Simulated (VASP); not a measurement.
# SiO2 (P6_322) in VASP: settings compared

The runs below take SiO2 through relaxation of cell and atoms, single point, with PBEsol, r2SCAN.

All numbers are computed with VASP 6.6.1; they aren't measurements. Logs are shortened: lines on timing, memory, paths and dates and some standing lists are left out, and cuts for length are marked.

### 1 The cell of the first run

The structure is hexagonal, space group P6_322 (No. 182). Conventional cell: a = 5.099 Å, b = 5.099 Å, c = 8.629 Å, α = 90.00°, β = 90.00°, γ = 120.00°. Si (site symmetry 3) has 4 O at 1.62 Å within 2.1 Å. O (site symmetry 2) has 2 Si at 1.62 Å within 2.2 Å. O (site symmetry 32) has 2 Si at 1.62 Å within 2.1 Å.

### 2 Relaxation of cell and atoms, PBEsol

INCAR reads:

```
PREC     = Accurate       # precision mode
ENCUT    = 600            # plane-wave cutoff, eV
EDIFF    = 1E-7           # SCF threshold, eV
ISMEAR   = -1             # smearing method
SIGMA    = 0.02           # smearing width, eV
LREAL    = False          # projectors in reciprocal space
LASPH    = True           # aspherical terms in the spheres
NELM     = 60             # most SCF steps
ALGO     = Normal         # electronic algorithm
ISIF     = 3              # what is computed and relaxed
LWAVE    = False          # write WAVECAR
LCHARG   = False          # write CHGCAR
GGA      = PS             # functional
IBRION   = 2              # ionic algorithm
NSW      = 80             # ionic steps
EDIFFG   = -0.005         # ionic threshold
```

KPOINTS reads:

```
regular mesh
0
Gamma
  6 6 4
```

POSCAR reads:

```
SiO2
1.0
    5.0993032694      0.0000000000      0.0000000000
   -2.5496516347      4.4161261729      0.0000000000
    0.0000000000      0.0000000000      8.6285677319
Si O
4 8
Direct
    0.6666666667      0.3333333333      0.9372041929
    0.6666666667      0.3333333333      0.5627958071
    0.3333333333      0.6666666667      0.0627958071
    0.3333333333      0.6666666667      0.4372041929
    0.0000000000      0.4173770298      0.0000000000
    0.4173770298      0.4173770298      0.5000000000
    0.5826229702      0.0000000000      0.5000000000
    0.5826229702      0.5826229702      0.0000000000
    0.0000000000      0.5826229702      0.5000000000
    0.6666666667      0.3333333333      0.7500000000
    0.3333333333      0.6666666667      0.2500000000
    0.4173770298      0.0000000000      0.0000000000
```

Potentials or basis: VASP PAW PBE potentials, release 64 (Si, O).

Command:

```
cat potpaw_PBE.64/Si/POTCAR potpaw_PBE.64/O/POTCAR > POTCAR
mpirun -np 1 vasp_std > vasp.out
```

OUTCAR:

```text
PREC = Accurate
   ENCUT = 600
   EDIFF = 1E-7
   ISMEAR = -1
   LREAL = False
   LASPH = True
   NELM = 60
   ISIF = 3
   GGA = PS
   IBRION = 2
   NSW = 80
   EDIFFG = -0.005

 ion  position               nearest neighbor table
   1  0.667  0.333  0.937-  10 1.62   5 1.62  12 1.62   8 1.62   3 3.14   3 3.14   3 3.14
   2  0.667  0.333  0.563-  10 1.62   7 1.62   9 1.62   6 1.62   4 3.14   4 3.14   4 3.14
   3  0.333  0.667  0.063-  11 1.62  12 1.62   5 1.62   8 1.62   1 3.14   1 3.14   1 3.14
   4  0.333  0.667  0.437-  11 1.62   9 1.62   7 1.62   6 1.62   2 3.14   2 3.14   2 3.14
   5  0.000  0.417  0.000-   1 1.62   3 1.62
   6  0.417  0.417  0.500-   4 1.62   2 1.62
   7  0.583  0.000  0.500-   2 1.62   4 1.62
   8  0.583  0.583  0.000-   1 1.62   3 1.62
   9  0.000  0.583  0.500-   4 1.62   2 1.62
  10  0.667  0.333  0.750-   1 1.62   2 1.62
  11  0.333  0.667  0.250-   3 1.62   4 1.62
  12  0.417  0.000  0.000-   3 1.62   1 1.62

  LATTYP: Found a hexagonal cell.
 ALAT       =     5.0993032694
 C/A-ratio  =     1.6921071911

  Lattice vectors:

 A1 = (   5.0993032694,   0.0000000000,   0.0000000000)
 A2 = (  -2.5496516347,   4.4161261729,   0.0000000000)
 A3 = (   0.0000000000,   0.0000000000,   8.6285677319)

Analysis of symmetry for initial positions (statically):
=====================================================================
 Subroutine PRICEL returns:
 Original cell was already a primitive cell.

 Routine SETGRP: Setting up the symmetry group for a
 hexagonal supercell.

 Subroutine GETGRP returns: Found 12 space group operations
 (whereof  6 operations were pure point group operations)
 out of a pool of 24 trial point group operations.

The static configuration has the point symmetry D_3 .
 The point group associated with its full space group is D_6 .

Analysis of symmetry for dynamics (positions and initial velocities):
=====================================================================
 Subroutine PRICEL returns:
 Original cell was already a primitive cell.

 Routine SETGRP: Setting up the symmetry group for a
 hexagonal supercell.

 Subroutine GETGRP returns: Found 12 space group operations
 (whereof  6 operations were pure point group operations)
 out of a pool of 24 trial point group operations.

The dynamic configuration has the point symmetry D_3 .
 The point group associated with its full space group is D_6 .

 Subroutine INISYM returns: Found 12 space group operations
 (whereof  6 operations are pure point group operations),
 and found     1 'primitive' translations

----------------------------------------------------------------------------------------

                                     Primitive cell

  volume of cell :     194.3082

  direct lattice vectors                    reciprocal lattice vectors
     5.099303269  0.000000000  0.000000000     0.196105222  0.113221403  0.000000000
    -2.549651635  4.416126173  0.000000000     0.000000000  0.226442805  0.000000000
     0.000000000  0.000000000  8.628567732     0.000000000  0.000000000  0.115894089

  length of vectors
     5.099303269  5.099303269  8.628567732     0.226442805  0.226442805  0.115894089

  position of ions in fractional coordinates (direct lattice)
     0.666666667  0.333333333  0.937204193
     0.666666667  0.333333333  0.562795807
     0.333333333  0.666666667  0.062795807
     0.333333333  0.666666667  0.437204193
     0.000000000  0.417377030  0.000000000
     0.417377030  0.417377030  0.500000000
     0.582622970  0.000000000  0.500000000
     0.582622970  0.582622970  0.000000000
     0.000000000  0.582622970  0.500000000
     0.666666667  0.333333333  0.750000000
     0.333333333  0.666666667  0.250000000
     0.417377030  0.000000000  0.000000000

  ion indices of the primitive-cell ions
   primitive index   ion index
                 1           1
                 2           2
                 3           3
                 4           4
                 5           5
                 6           6
                 7           7
                 8           8
                 9           9
                10          10
                11          11
                12          12

----------------------------------------------------------------------------------------

 KPOINTS: regular mesh

Automatic generation of k-mesh.
 Grid dimensions read from file:
 generate k-points for:    6    6    4

 Generating k-lattice:

  Cartesian coordinates                     Fractional coordinates (reciprocal lattice)
     0.032684204  0.018870234  0.000000000     0.166666667 -0.000000000  0.000000000
     0.000000000  0.037740468  0.000000000     0.000000000  0.166666667  0.000000000
     0.000000000  0.000000000  0.028973522     0.000000000  0.000000000  0.250000000

  Length of vectors
     0.037740468  0.037740468  0.028973522

  Shift w.r.t. Gamma in fractional coordinates (k-lattice)
     0.000000000  0.000000000  0.000000000

 Subroutine IBZKPT returns following result:
 ===========================================

 Found     21 irreducible k-points:

 Following reciprocal coordinates:
            Coordinates               Weight
  0.000000  0.000000  0.000000      1.000000
  0.166667 -0.000000  0.000000      6.000000
  0.333333  0.000000  0.000000      6.000000
  0.500000  0.000000  0.000000      3.000000
  0.166667  0.166667  0.000000      6.000000
  0.333333  0.166667  0.000000     12.000000
[... 13 lines left out ...]
  0.333333  0.166667  0.500000     12.000000
  0.333333  0.333333  0.500000      2.000000
   k-points           NKPTS =     21   k-points in BZ     NKDIM =     21   number of bands    NBANDS=     39
   number of dos      NEDOS =    301   number of ions     NIONS =     12
   total plane-waves  NPLWV = 123480
   dimension x,y,z NGX =    42 NGY =   42 NGZ =   70
   dimension x,y,z NGXF=    84 NGYF=   84 NGZF=  140
   ions per type =               4   8
   NGX,Y,Z   is equivalent  to a cutoff of  13.69, 13.69, 13.49 a.u.
   NGXF,Y,Z  is equivalent  to a cutoff of  27.39, 27.39, 26.97 a.u.
 SYSTEM =  unknown system
   PREC   = accura    normal or accurate (medium, high low for compatibility)
   ISTART =      0    job   : 0-new  1-cont  2-samecut
   ICHARG =      2    charge: 1-file 2-atom 10-const
   ISPIN  =      1    spin polarized calculation?
   LNONCOLLINEAR =      F non collinear calculations
   LSORBIT =      F    spin-orbit coupling
   LASPH  =      T    aspherical Exc in radial PAW
   ENCUT  =  600.0 eV  44.10 Ry    6.64 a.u.  10.18 10.18 17.23*2*pi/ulx,y,z
   NELM   =     60;   NELMIN=  2; NELMDL= -5     # of ELM steps
   EDIFF  = 0.1E-06   stopping-criterion for ELM
   LREAL  =      F    real-space projection
   EDIFFG = -.5E-02   stopping-criterion for IOM
   NSW    =     80    number of steps for IOM
   IBRION =      2    ionic relax: 0-MD 1-quasi-New 2-CG
   NFREE  =      1    steps in history (QN), initial steepest desc. (CG)
   ISIF   =      3    stress and relaxation
   ISYM   =      2    0-nonsym 1-usesym 2-fastsym
   POTIM  = 0.5000    time-step for ionic-motion
   TEBEG  =    0.0;   TEEND  =   0.0 temperature during run
   PSTRESS=    0.0 pullay stress
   NELECT =      64.0000    total number of electrons
   NUPDOWN=      -1.0000    fix difference up-down
   EMIN   =  10.00;   EMAX   =-10.00  energy-range for DOS
   EFERMI =   0.00;   METHOD = LEGACY
   ISMEAR =    -1;   SIGMA  =   0.02  broadening in eV -4-tet -1-fermi 0-gaus
   EFERMI_NEDOS =   21; number of points for ismear=-14 and -15
   IALGO  =     38    algorithm
   IMIX   =      4    mixing-type and parameters
     AMIX     =   0.40;   BMIX     =  1.00
     AMIX_MAG =   1.60;   BMIX_MAG =  1.00
  volume/ion in A,a.u.               =      16.19       109.27
  Fermi-wavevector in a.u.,A,eV,Ry     =   1.130588  2.136502 17.391373  1.278230
  Thomas-Fermi vector in A             =   2.267285
   LORBIT       =      0    0 simple, 1 ext, 2 COOP (PROOUT), +10 PAW based schemes
   GGA     = PS    functional components
   LHFCALC =     F    Hartree Fock is set to
   AEXX    =    0.0000 exact exchange contribution
   IVDW    =     0    specifies the selected vdW correction
   LEPSILON=     F    determine dielectric tensor
   LRPA    =     F    only Hartree local field effects (RPA)
 conjugate gradient relaxation of ions
 non-spin polarized calculation
  energy-cutoff  :      600.00
  volume of cell :      194.31
 maximum number of plane-waves:      6528
 NGX is ok and might be reduce to    42
   NGX = 21   NGY = 21   NGZ = 35

--------------------------------------- Ionic step        1  -------------------------------------------

 number of electron      63.9999960 magnetization

 Free energy of the ion-electron system (eV)
  ---------------------------------------------------
  ext. energy  EPLUGINS =         0.00000000
  ---------------------------------------------------
  free energy    TOTEN  =       -98.69481939 eV

  energy without entropy =      -98.69481939  energy(sigma->0) =      -98.69481939

------------------------ aborting loop because EDIFF is reached ----------------------------------------

  FORCE on cell =-STRESS in cart. coord.  units (eV):
  Direction    XX          YY          ZZ          XY          YZ          ZX
  --------------------------------------------------------------------------------------
  -------------------------------------------------------------------------------------
  Total       -2.1198013     -2.1198013     -2.0818929      0.0000000      0.0000000      0.0000000
  in kB      -17.4789246    -17.4789246    -17.1663490      0.0000000      0.0000000      0.0000000
  external PRESSURE =     -17.3747328 kB  Pullay stress =       0.0000000 kB
[... 119 lines left out ...]
  FREE ENERGIE OF THE ION-ELECTRON SYSTEM (eV)
  ---------------------------------------------------
  free  energy   TOTEN  =       -98.7069408923 eV

  energy  without entropy=      -98.7069408923  energy(sigma->0) =      -98.70694089

[... ionic steps 4 to 15 ...]

--------------------------------------- Ionic step       16  -------------------------------------------

 number of electron      63.9999974 magnetization

------------------------ aborting loop because EDIFF is reached ----------------------------------------

  FORCE on cell =-STRESS in cart. coord.  units (eV):
  Direction    XX          YY          ZZ          XY          YZ          ZX
  --------------------------------------------------------------------------------------
  -------------------------------------------------------------------------------------
  Total       -0.0119380     -0.0119380     -0.1040830      0.0000000     -0.0000000      0.0000000
  in kB       -0.1000989     -0.1000989     -0.8727282      0.0000000     -0.0000000      0.0000000
  external PRESSURE =      -0.3576420 kB  Pullay stress =       0.0000000 kB
[... 77 lines left out ...]
  energy  without entropy=      -98.7077224040  energy(sigma->0) =      -98.70772240

--------------------------------------- Ionic step       18  -------------------------------------------

 number of electron      63.9999974 magnetization

 Free energy of the ion-electron system (eV)
  ---------------------------------------------------
  ext. energy  EPLUGINS =         0.00000000
  ---------------------------------------------------
  free energy    TOTEN  =       -98.70772939 eV

  energy without entropy =      -98.70772939  energy(sigma->0) =      -98.70772939

 E-fermi :  -0.1725     XC(G=0):  -7.9283

 val. band max:       -0.6040584094   @ k =   0.0000   0.0000   0.2500
 cond. band min:       4.9271584086   @ k =   0.0000   0.0000   0.0000
 fundamental gap:      5.5312168180
 Fermi energy:        -0.1724700931

 k-point     1 :       0.0000    0.0000    0.0000
  band No.  band energies     occupation
      1     -19.9418      2.00000
      2     -19.5421      2.00000
      3     -18.5375      2.00000
      4     -17.8893      2.00000
      5     -17.8751      2.00000
      6     -17.8751      2.00000
[... 910 lines left out ...]
  FREE ENERGIE OF THE ION-ELECTRON SYSTEM (eV)
  ---------------------------------------------------
  free  energy   TOTEN  =       -98.7077293856 eV

  energy  without entropy=      -98.7077293856  energy(sigma->0) =      -98.70772939

 reached required accuracy - stopping structural energy minimisation
```

Run time: 26 min. Hardware: 1 thread of Intel Xeon Platinum 8488C (Sapphire Rapids), shared host; peak memory 0.43 GiB.

Results:

```
Free energy                           : -98.7077 eV
Relaxed volume                        : 15.92 Å³/atom
Relaxed cell                          : a = 5.064 Å, b = 5.064 Å, c = 8.601 Å, α = 90.00°, β = 90.00°, γ = 120.00°
Space group after relaxing (to 0.1 Å) : P6_322 (No. 182)
Energy gained by relaxing             : 1.1 meV/atom
Ionic steps                           : 18
Pressure after relaxing               : 0.0 GPa
Largest force after relaxing          : 0.003 eV/Å
Band gap on the k mesh                : 5.53 eV (least direct gap 5.59 eV)
```

Forces on the atoms (eV/Å):
```
Si   0.000  0.000  0.003
Si   0.000  0.000 -0.003
Si   0.000  0.000 -0.003
Si   0.000  0.000  0.003
O    0.002 -0.003  0.000
O   -0.002 -0.003  0.000
O    0.003  0.000  0.000
O    0.002  0.003  0.000
O   -0.002  0.003  0.000
O    0.000  0.000  0.000
O    0.000  0.000  0.000
O   -0.003  0.000  0.000
```

Step by step:
```csv
step,energy change (eV),largest force (eV/Å),pressure (GPa),volume (Å³)
1,0.0000,0.0970,-1.74,194.31
2,0.0102,0.1648,2.44,189.41
3,-0.0121,0.0122,-0.02,192.21
4,-0.0121,0.0145,0.02,192.17
5,-0.0121,0.0181,-0.05,192.22
6,-0.0121,0.0126,-0.03,192.21
7,-0.0122,0.0085,-0.05,192.20
8,-0.0122,0.0064,-0.08,192.17
9,-0.0123,0.0275,-0.16,192.13
10,-0.0123,0.0269,-0.16,192.12
11,-0.0124,0.0258,-0.16,192.08
12,-0.0124,0.0237,-0.15,192.01
13,-0.0125,0.0192,-0.13,191.88
14,-0.0127,0.0104,-0.10,191.60
15,-0.0129,0.0079,-0.03,191.06
16,-0.0129,0.0071,-0.04,191.08
17,-0.0129,0.0053,-0.01,191.06
18,-0.0129,0.0032,0.02,191.03
```

Final structure:
```yaml
crystal:
  lattice:
    - [5.06412, 0.00000, 0.00000]
    - [-2.53206, 4.38565, 0.00000]
    - [0.00000, 0.00000, 8.60146]
  atoms:
    - { symbol: Si, position: [0.66667, 0.33333, 0.93709] }
    - { symbol: Si, position: [0.66667, 0.33333, 0.56291] }
    - { symbol: Si, position: [0.33333, 0.66667, 0.06291] }
    - { symbol: Si, position: [0.33333, 0.66667, 0.43709] }
    - { symbol: O, position: [0.00000, 0.41408, 0.00000] }
    - { symbol: O, position: [0.41408, 0.41408, 0.50000] }
    - { symbol: O, position: [0.58592, 0.00000, 0.50000] }
    - { symbol: O, position: [0.58592, 0.58592, 0.00000] }
    - { symbol: O, position: [0.00000, 0.58592, 0.50000] }
    - { symbol: O, position: [0.66667, 0.33333, 0.75000] }
    - { symbol: O, position: [0.33333, 0.66667, 0.25000] }
    - { symbol: O, position: [0.41408, 0.00000, 0.00000] }
```

Levels at points of the mesh, in eV from the valence-band top:
| k point | band 29 | band 30 | band 31 | band 32 | band 33 | band 34 | band 35 | band 36 |
| --- | --- | --- | --- | --- | --- | --- | --- | --- |
| (0.00, 0.00, 0.00) | -0.82 | -0.77 | -0.06 | -0.06 | 5.53 | 7.65 | 8.36 | 8.72 |
| (0.50, 0.00, 0.00) | -0.93 | -0.76 | -0.64 | -0.04 | 7.71 | 8.33 | 8.87 | 9.07 |
| (0.00, 0.00, 0.50) | -0.64 | -0.64 | -0.19 | -0.19 | 6.32 | 6.32 | 9.03 | 9.03 |
| (0.50, 0.00, 0.50) | -0.74 | -0.74 | -0.37 | -0.37 | 8.08 | 8.08 | 8.60 | 8.60 |

Caveat: the PAW data sets were made with another functional, which shifts forces and pressure a little.

### 3 Single point, r2SCAN

This run uses another cell than the first one, of 15.67 Å³/atom.

POSCAR reads:

```
SiO2
1.0
    5.0355490152      0.0000000000      0.0000000000
   -2.5177745076      4.3609133692      0.0000000000
    0.0000000000      0.0000000000      8.5652424208
Si O
4 8
Direct
    0.6666666667      0.3333333333      0.9370353870
    0.6666666667      0.3333333333      0.5629646130
    0.3333333333      0.6666666667      0.0629646130
    0.3333333333      0.6666666667      0.4370353870
    0.0000000000      0.4131836229      0.0000000000
    0.4131836229      0.4131836229      0.5000000000
    0.5868163771      0.0000000000      0.5000000000
    0.5868163771      0.5868163771      0.0000000000
    0.0000000000      0.5868163771      0.5000000000
    0.6666666667      0.3333333333      0.7500000000
    0.3333333333      0.6666666667      0.2500000000
    0.4131836229      0.0000000000      0.0000000000
```

INCAR.step1 reads:

```
SYSTEM = SiO2
PREC = Accurate
ENCUT = 520
ISMEAR = 0
SIGMA = 0.01
LREAL = .False.
LASPH = .True.
NELM = 80
NBANDS = 44
GGA = PE
ALGO = Normal
EDIFF = 1E-4
LWAVE = .True.
LCHARG = .False.
```

INCAR.step2 reads:

```
SYSTEM = SiO2
PREC = Accurate
ENCUT = 520
EDIFF = 1E-6
ISMEAR = 0
SIGMA = 0.01
LREAL = .False.
LASPH = .True.
NELM = 80
ALGO = Normal
ISIF = 2
LWAVE = .False.
LCHARG = .False.
METAGGA = R2SCAN
LMIXTAU = .True.
NBANDS = 44
ISTART = 1
```

KPOINTS reads:

```
Automatic mesh
0
Gamma
  6 6 4
  0 0 0
```

Potentials or basis: VASP PAW PBE potentials, release 64 (Si, O).

Command:

```
cat potpaw_PBE.64/Si/POTCAR potpaw_PBE.64/O/POTCAR > POTCAR
cp INCAR.step1 INCAR
mpirun -np 1 vasp_std > vasp.out
cp INCAR.step2 INCAR
mpirun -np 1 vasp_std > vasp.out
```

Wall time 19 min (1 thread of AMD EPYC 7R13, shared host); peak memory 0.38 GiB.

Results (log left out):

```
Free energy            : -119.1139 eV
Pressure               : 0.1 GPa
Largest force          : 0.012 eV/Å
Band gap on the k mesh : 6.18 eV (least direct gap 6.24 eV)
```

Forces on the atoms (eV/Å):
```
Si   0.000  0.000 -0.012
Si   0.000  0.000  0.012
Si   0.000  0.000  0.012
Si   0.000  0.000 -0.012
O   -0.001  0.001  0.000
O    0.001  0.001  0.000
O   -0.002  0.000  0.000
O   -0.001 -0.001  0.000
O    0.001 -0.001  0.000
O    0.000  0.000  0.000
O    0.000  0.000  0.000
O    0.002  0.000  0.000
```

Levels at points of the mesh, in eV from the valence-band top:
| k point | band 29 | band 30 | band 31 | band 32 | band 33 | band 34 | band 35 | band 36 |
| --- | --- | --- | --- | --- | --- | --- | --- | --- |
| (0.00, 0.00, 0.00) | -0.83 | -0.79 | -0.06 | -0.06 | 6.18 | 8.69 | 8.79 | 9.78 |
| (0.50, 0.00, 0.00) | -0.96 | -0.76 | -0.65 | -0.04 | 8.54 | 8.90 | 9.43 | 10.04 |
| (0.00, 0.00, 0.50) | -0.65 | -0.65 | -0.19 | -0.19 | 6.99 | 6.99 | 10.16 | 10.16 |
| (0.50, 0.00, 0.50) | -0.75 | -0.75 | -0.37 | -0.37 | 9.01 | 9.01 | 9.15 | 9.15 |

Caveat: the PAW data sets were made with another functional, which shifts forces and pressure a little. A k mesh can miss the band edges.
